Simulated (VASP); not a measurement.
# Ge (Cmmm) in VASP: a series of runs

The runs below take Ge through single point, with PBEsol+D3(BJ), PBEsol.

Program: VASP 6.6.1. These are calculated values, not measurements. Logs are shortened: lines on timing, memory, paths and dates and some standing lists are left out, and cuts for length are marked.

## Step 1: The cell of the first run

Symmetry: Cmmm, No. 65, orthorhombic system. The conventional cell has a = 2.721 Å, b = 4.958 Å, c = 2.730 Å, α = 90.00°, β = 90.00°, γ = 90.00°. Within 3.6 Å of Ge (site symmetry mmm) lie 8 Ge at 2.72 to 2.83 Å.

## Step 2: Single point, PBEsol+D3(BJ)

File INCAR:

```
PREC = Accurate
ENCUT = 520
EDIFF = 1E-6
ISMEAR = 0
SIGMA = 0.15
LREAL = F
LASPH = T
NELM = 80
ALGO = Normal
ISIF = 2
LWAVE = F
LCHARG = F
GGA = PS
IVDW = 12
NBANDS = 13
```

File KPOINTS:

```
Automatic mesh
0
Gamma
  28 28 26
```

File POSCAR:

```
Ge
1.0
    1.3603016240     -2.4788570173      0.0000000000
    1.3603016240      2.4788570173      0.0000000000
    0.0000000000      0.0000000000      2.7301004696
Ge
1
Direct
    0.5000000000      0.5000000000      0.0000000000
```

Potentials or basis: VASP PAW PBE potentials, release 64 (Ge_d).

Run with:

```console
$ cat potpaw_PBE.64/Ge_d/POTCAR > POTCAR
$ mpirun -np 1 vasp_std > vasp.out
```

OUTCAR:

```text
PREC = Accurate
   ENCUT = 520
   EDIFF = 1E-6
   ISMEAR = 0
   LREAL = F
   LASPH = T
   NELM = 80
   ISIF = 2
   GGA = PS
   IVDW = 12
 IVDW          = 12

 ion  position               nearest neighbor table
   1  0.500  0.500  0.000-

  LATTYP: Found a base centered orthorhombic cell.
 ALAT       =     2.7206032480
 B/A-ratio  =     1.8222848327
 C/A-ratio  =     1.0034908514

  Lattice vectors:

 A1 = (   1.3603016240,  -2.4788570173,   0.0000000000)
 A2 = (   1.3603016240,   2.4788570173,   0.0000000000)
 A3 = (   0.0000000000,   0.0000000000,   2.7301004696)

Analysis of symmetry for initial positions (statically):
=====================================================================
 Subroutine PRICEL returns:
 Original cell was already a primitive cell.

 Routine SETGRP: Setting up the symmetry group for a
 base centered orthorhombic supercell.

 Subroutine GETGRP returns: Found  8 space group operations
 (whereof  8 operations were pure point group operations)
 out of a pool of  8 trial point group operations.

The static configuration has the point symmetry D_2h.

Analysis of symmetry for dynamics (positions and initial velocities):
=====================================================================
 Subroutine PRICEL returns:
 Original cell was already a primitive cell.

 Routine SETGRP: Setting up the symmetry group for a
 base centered orthorhombic supercell.

 Subroutine GETGRP returns: Found  8 space group operations
 (whereof  8 operations were pure point group operations)
 out of a pool of  8 trial point group operations.

The dynamic configuration has the point symmetry D_2h.

 Subroutine INISYM returns: Found  8 space group operations
 (whereof  8 operations are pure point group operations),
 and found     1 'primitive' translations

----------------------------------------------------------------------------------------

                                     Primitive cell

  volume of cell :      18.4118

  direct lattice vectors                    reciprocal lattice vectors
     1.360301624 -2.478857017  0.000000000     0.367565539 -0.201705865  0.000000000
     1.360301624  2.478857017  0.000000000     0.367565539  0.201705865  0.000000000
     0.000000000  0.000000000  2.730100470     0.000000000  0.000000000  0.366286886

  length of vectors
     2.827570091  2.827570091  2.730100470     0.419272801  0.419272801  0.366286886

  position of ions in fractional coordinates (direct lattice)
     0.500000000  0.500000000  0.000000000

  ion indices of the primitive-cell ions
   primitive index   ion index
                 1           1

----------------------------------------------------------------------------------------

 KPOINTS: Automatic mesh

Automatic generation of k-mesh.
 Grid dimensions read from file:
 generate k-points for:   28   28   26

 Generating k-lattice:

  Cartesian coordinates                     Fractional coordinates (reciprocal lattice)
     0.013127341 -0.007203781  0.000000000     0.035714286 -0.000000000  0.000000000
     0.013127341  0.007203781  0.000000000    -0.000000000  0.035714286  0.000000000
     0.000000000  0.000000000  0.014087957     0.000000000  0.000000000  0.038461538

  Length of vectors
     0.014974029  0.014974029  0.014087957

  Shift w.r.t. Gamma in fractional coordinates (k-lattice)
     0.000000000  0.000000000  0.000000000

 Subroutine IBZKPT returns following result:
 ===========================================

 Found   2954 irreducible k-points:

 Following reciprocal coordinates:
            Coordinates               Weight
  0.000000  0.000000  0.000000      1.000000
  0.035714  0.000000  0.000000      4.000000
  0.071429  0.000000  0.000000      4.000000
  0.107143  0.000000  0.000000      4.000000
  0.142857  0.000000  0.000000      4.000000
  0.178571  0.000000  0.000000      4.000000
[... 16 lines left out ...]
  0.285714  0.035714  0.000000      4.000000
  0.321429  0.035714  0.000000      4.000000
 [... further k-points ...]
   k-points           NKPTS =   2954   k-points in BZ     NKDIM =   2954   number of bands    NBANDS=     13
   number of dos      NEDOS =    301   number of ions     NIONS =      1
   total plane-waves  NPLWV =  11520
   dimension x,y,z NGX =    24 NGY =   24 NGZ =   20
   dimension x,y,z NGXF=    48 NGYF=   48 NGZF=   40
   ions per type =               1
   NGX,Y,Z   is equivalent  to a cutoff of  14.11, 14.11, 12.18 a.u.
   NGXF,Y,Z  is equivalent  to a cutoff of  28.22, 28.22, 24.36 a.u.
 SYSTEM =  unknown system
   PREC   = accura    normal or accurate (medium, high low for compatibility)
   ISTART =      0    job   : 0-new  1-cont  2-samecut
   ICHARG =      2    charge: 1-file 2-atom 10-const
   ISPIN  =      1    spin polarized calculation?
   LNONCOLLINEAR =      F non collinear calculations
   LSORBIT =      F    spin-orbit coupling
   LASPH  =      T    aspherical Exc in radial PAW
   ENCUT  =  520.0 eV  38.22 Ry    6.18 a.u.   5.26  5.26  5.08*2*pi/ulx,y,z
   NELM   =     80;   NELMIN=  2; NELMDL= -5     # of ELM steps
   EDIFF  = 0.1E-05   stopping-criterion for ELM
   LREAL  =      F    real-space projection
[... 7 lines left out ...]
   TEBEG  =    0.0;   TEEND  =   0.0 temperature during run
   PSTRESS=    0.0 pullay stress
   NELECT =      14.0000    total number of electrons
   NUPDOWN=      -1.0000    fix difference up-down
   EMIN   =  10.00;   EMAX   =-10.00  energy-range for DOS
   EFERMI =   0.00;   METHOD = LEGACY
   ISMEAR =     0;   SIGMA  =   0.15  broadening in eV -4-tet -1-fermi 0-gaus
   EFERMI_NEDOS =   21; number of points for ismear=-14 and -15
   IALGO  =     38    algorithm
   IMIX   =      4    mixing-type and parameters
     AMIX     =   0.40;   BMIX     =  1.00
     AMIX_MAG =   1.60;   BMIX_MAG =  1.00
  volume/ion in A,a.u.               =      18.41       124.25
  Fermi-wavevector in a.u.,A,eV,Ry     =   1.494236  2.823696 30.378271  2.232740
  Thomas-Fermi vector in A             =   2.606534
   LORBIT       =      0    0 simple, 1 ext, 2 COOP (PROOUT), +10 PAW based schemes
   GGA     = PS    functional components
   LHFCALC =     F    Hartree Fock is set to
   AEXX    =    0.0000 exact exchange contribution
   IVDW    =    12    specifies the selected vdW correction
   LEPSILON=     F    determine dielectric tensor
   LRPA    =     F    only Hartree local field effects (RPA)
 non-spin polarized calculation
 Gauss-broadening in eV      SIGMA  =   0.15
  energy-cutoff  :      520.00
  volume of cell :       18.41
 maximum number of plane-waves:       510
 NGX is ok and might be reduce to    24

 number of electron      13.9999998 magnetization

 Free energy of the ion-electron system (eV)
  ---------------------------------------------------
  ext. energy  EPLUGINS =         0.00000000
  ---------------------------------------------------
  free energy    TOTEN  =        -4.73493240 eV

  energy without entropy =       -4.73027637  energy(sigma->0) =       -4.73260439

 E-fermi :   6.7677     XC(G=0): -11.5008

 val. band max:        6.7633177721   @ k =   0.4643   0.3214   0.3846
 cond. band min:       6.7758778464   @ k =   0.2500   0.2500   0.1923
 fundamental gap:      0.0125600743
 Fermi energy:         6.7677031060

 k-point     1 :       0.0000    0.0000    0.0000
  band No.  band energies     occupation
      1     -17.9432      2.00000
      2     -17.8861      2.00000
      3     -17.8379      2.00000
      4     -17.7090      2.00000
      5     -17.6949      2.00000
      6      -6.6650      2.00000
      7      12.4755      0.00000
      8      15.4005      0.00000
      9      16.2760      0.00000
     10      16.5594      0.00000
     11      20.6500      0.00000
     12      22.4982      0.00000
     13      22.8471      0.00000

 k-point     2 :       0.0357    0.0000    0.0000
  band No.  band energies     occupation
      1     -17.9419      2.00000
      2     -17.8845      2.00000
      3     -17.8381      2.00000
      4     -17.7094      2.00000
      5     -17.6957      2.00000
      6      -6.6316      2.00000
      7      12.5090      0.00000
      8      15.2125      0.00000
      9      15.9895      0.00000
     10      16.6010      0.00000
     11      20.6654      0.00000
     12      21.6489      0.00000
     13      23.1520      0.00000

 k-point     3 :       0.0714    0.0000    0.0000
  band No.  band energies     occupation
      1     -17.9379      2.00000
      2     -17.8798      2.00000
      3     -17.8383      2.00000
      4     -17.7104      2.00000
      5     -17.6982      2.00000
      6      -6.5313      2.00000
      7      12.6092      0.00000
      8      14.6318      0.00000
      9      15.3380      0.00000
     10      16.7039      0.00000
     11      20.1368      0.00000
     12      21.6828      0.00000
     13      23.7906      0.00000
[... 305 lines left out ...]
 k-point    23 :       0.2857    0.0357    0.0000
  band No.  band energies     occupation
      1     -17.9177      2.00000
      2     -17.8415      2.00000
      3     -17.7562      2.00000
      4     -17.7492      2.00000
      5     -17.7184      2.00000
      6      -4.2023      2.00000
      7       6.2967      1.99999
      8      11.8723      0.00000
      9      14.7962      0.00000
     10      16.1082      0.00000
     11      19.1545      0.00000
     12      26.8101      0.00000
     13      26.8126      0.00000

 k-point    24 :       0.3214    0.0357    0.0000
  band No.  band energies     occupation
      1     -17.9223      2.00000
      2     -17.8332      2.00000
      3     -17.7567      2.00000
      4     -17.7381      2.00000
      5     -17.7202      2.00000
      6      -3.6036      2.00000
      7       5.0709      2.00000
      8      11.4994      0.00000
      9      15.3005      0.00000
     10      15.8603      0.00000
     11      19.6741      0.00000
     12      25.7108      0.00000
     13      26.7642      0.00000

 [... further k-points ...]

------------------------ aborting loop because EDIFF is reached ----------------------------------------

 Edisp (eV)   -0.33479

 E8    (eV) :    -0.2234

  FORCE on cell =-STRESS in cart. coord.  units (eV):
  Direction    XX          YY          ZZ          XY          YZ          ZX
  --------------------------------------------------------------------------------------
  -------------------------------------------------------------------------------------
  Total       0.17167    -0.13225    -0.94898    -0.00000     0.00000     0.00000
  in kB      14.93878   -11.50858   -82.57914    -0.00000     0.00000     0.00000
  external pressure =      -26.38 kB  Pullay stress =        0.00 kB

 VOLUME and BASIS-vectors are now :
 -----------------------------------------------------------------------------
  energy-cutoff  :      520.00
  volume of cell :       18.41
      direct lattice vectors                 reciprocal lattice vectors
     1.360301624 -2.478857017  0.000000000     0.367565539 -0.201705865  0.000000000
     1.360301624  2.478857017  0.000000000     0.367565539  0.201705865  0.000000000
     0.000000000  0.000000000  2.730100470     0.000000000  0.000000000  0.366286886

 POSITION                                       TOTAL-FORCE (eV/Angst)
 -----------------------------------------------------------------------------------
      1.36030      0.00000      0.00000         0.000000     -0.000000      0.000000
 -----------------------------------------------------------------------------------
    total drift:                               -0.000000     -0.000000     -0.000000

  FREE ENERGIE OF THE ION-ELECTRON SYSTEM (eV)
  ---------------------------------------------------
  free  energy   TOTEN  =        -5.0697203378 eV

  energy  without entropy=       -5.0650643076  energy(sigma->0) =       -5.06739232
```

It took 2.9 min on 1 thread of Intel Xeon Platinum 8488C (Sapphire Rapids), shared host; peak memory 0.71 GiB.

Results:

```
Free energy                : -5.0697 eV
Pressure                   : -2.6 GPa
Band gap on the k mesh     : zero (bands 7 and 8 overlap by 9.31 eV)
Dispersion energy per atom : -0.335 eV
```

Levels at points of the mesh, in eV from the Fermi level:
| k point | band 4 | band 5 | band 6 | band 7 | band 8 | band 9 | band 10 | band 11 |
| --- | --- | --- | --- | --- | --- | --- | --- | --- |
| (0.00, 0.00, 0.00) | -24.48 | -24.46 | -13.43 | 5.71 | 8.63 | 9.51 | 9.79 | 13.88 |
| (0.50, 0.00, 0.00) | -24.49 | -24.47 | -7.68 | -5.70 | 4.24 | 8.26 | 10.15 | 15.74 |
| (0.50, 0.50, 0.00) | -24.48 | -24.48 | -8.37 | -5.89 | 5.63 | 9.55 | 9.62 | 15.49 |
| (0.00, 0.00, 0.50) | -24.53 | -24.52 | -9.90 | -6.13 | 11.30 | 12.46 | 17.15 | 17.51 |
| (0.50, 0.00, 0.50) | -24.47 | -24.39 | -3.75 | -2.87 | -1.49 | 3.42 | 6.91 | 12.29 |
| (0.50, 0.50, 0.50) | -24.47 | -24.41 | -4.51 | -3.02 | -2.00 | 3.11 | 8.32 | 13.70 |

Caveat: three body term missing; the stress differs along the axes, from -8 to 1 GPa; the PAW data sets were made with another functional, which shifts forces and pressure a little.

## Step 3: Single point, PBEsol+D3(BJ)

INCAR, as its differences from that of step 2:

```diff
@@ -8,3 +8,3 @@
 NELM = 80
-ALGO = Normal
+ALGO = Fast
 ISIF = 2
```

KPOINTS is that of step 2.

POSCAR is that of step 2.

Potentials or basis: VASP PAW PBE potentials, release 64 (Ge_d).

Run with:

```console
$ cat potpaw_PBE.64/Ge_d/POTCAR > POTCAR
$ mpirun -np 1 vasp_std > vasp.out
```

Wall time 8.4 min (1 thread of Oxide Virtual Turin-like, shared host); peak memory 0.67 GiB.

The run converged. Its results:

```yaml
Free_energy: -5.0697 eV
Pressure: -2.3 GPa
Band_gap_on_the_k_mesh: zero (bands 7 and 8 overlap by 9.31 eV)
Dispersion_energy_per_atom: -0.335 eV
```

Stress tensor (GPa, compression positive):
```
 1.84  0.00  0.00
 0.00 -0.80  0.00
 0.00  0.00 -7.90
```

Levels at points of the mesh, in eV from the Fermi level:
| k point | band 5 | band 6 | band 7 | band 8 | band 9 | band 10 |
| --- | --- | --- | --- | --- | --- | --- |
| (0.00, 0.00, 0.00) | -24.46 | -13.43 | 5.71 | 8.63 | 9.51 | 9.79 |
| (0.50, 0.00, 0.00) | -24.47 | -7.68 | -5.70 | 4.24 | 8.26 | 10.15 |
| (0.50, 0.50, 0.00) | -24.48 | -8.37 | -5.89 | 5.63 | 9.55 | 9.62 |
| (0.00, 0.00, 0.50) | -24.52 | -9.90 | -6.13 | 11.30 | 12.46 | 17.15 |
| (0.50, 0.00, 0.50) | -24.39 | -3.75 | -2.87 | -1.49 | 3.42 | 6.91 |
| (0.50, 0.50, 0.50) | -24.41 | -4.51 | -3.02 | -2.00 | 3.11 | 8.32 |

Caveat: three body term missing; the stress differs along the axes, from -8 to 2 GPa; the PAW data sets were made with another functional, which shifts forces and pressure a little.

## Step 4: Single point, PBEsol

This run uses another cell than the first one, of the same volume but with other edges.

File INCAR:

```
PREC     = Accurate       # precision mode
ENCUT    = 520            # plane-wave cutoff, eV
EDIFF    = 1E-6           # SCF threshold, eV
ISMEAR   = 0              # smearing method
SIGMA    = 0.15           # smearing width, eV
LREAL    = False          # projectors in reciprocal space
LASPH    = True           # aspherical terms in the spheres
NELM     = 100            # most SCF steps
ALGO     = Fast           # electronic algorithm
ISIF     = 2              # what is computed and relaxed
LWAVE    = False          # write WAVECAR
LCHARG   = True           # write CHGCAR
GGA      = PS             # functional
LELF     = True           # ELF
LVHAR    = True         
NBANDS   = 13             # bands
```

File KPOINTS:

```
regular mesh
0
Gamma
  28 28 26
```

File POSCAR:

```
Ge
1.0
    1.4015477716     -2.5540192464      0.0000000000
    1.4015477716      2.5540192464      0.0000000000
    0.0000000000      0.0000000000      2.5717766702
Ge
1
Direct
    0.5000000000      0.5000000000      0.0000000000
```

Run with:

```console
$ cat potpaw_PBE.64/Ge_d/POTCAR > POTCAR
$ mpirun -np 1 vasp_std > vasp.out
```

Wall time 5 min (1 thread of Oxide Virtual Turin-like, shared host); peak memory 0.67 GiB.

Results (log left out):

```yaml
Free_energy: -4.7412 eV
Pressure: 0.4 GPa
Band_gap_on_the_k_mesh: zero (bands 7 and 8 overlap by 10.62 eV)
```

Stress tensor (GPa, compression positive):
```
-1.51  0.00  0.00
 0.00 -2.96  0.00
 0.00  0.00  5.71
```

Levels at points of the mesh, in eV from the Fermi level:
```
           k point  band 3  band 4  band 5  band 6  band 7  band 8  band 9  band 10  band 11  band 12
(0.00, 0.00, 0.00)  -24.61  -24.48  -24.46  -13.42    7.21    8.11    8.24    10.97    12.93    14.53
(0.50, 0.00, 0.00)  -24.52  -24.50  -24.49   -8.35   -5.75    3.31    7.37    12.03    17.76    17.99
(0.50, 0.50, 0.00)  -24.52  -24.51  -24.47   -8.96   -5.91    4.59    8.58    11.55    17.42    17.56
(0.00, 0.00, 0.50)  -24.58  -24.57  -24.48   -8.85   -6.12   10.71   11.75    16.10    16.89    17.58
(0.50, 0.00, 0.50)  -24.60  -24.50  -24.37   -3.30   -2.11   -2.07    3.48     6.83    12.28    13.28
(0.50, 0.50, 0.50)  -24.58  -24.50  -24.38   -4.00   -2.56   -2.19    3.21     8.12    13.59    14.43
```

Caveat: the stress differs along the axes, from -3 to 6 GPa; the PAW data sets were made with another functional, which shifts forces and pressure a little.

[end of part 1 of 2]
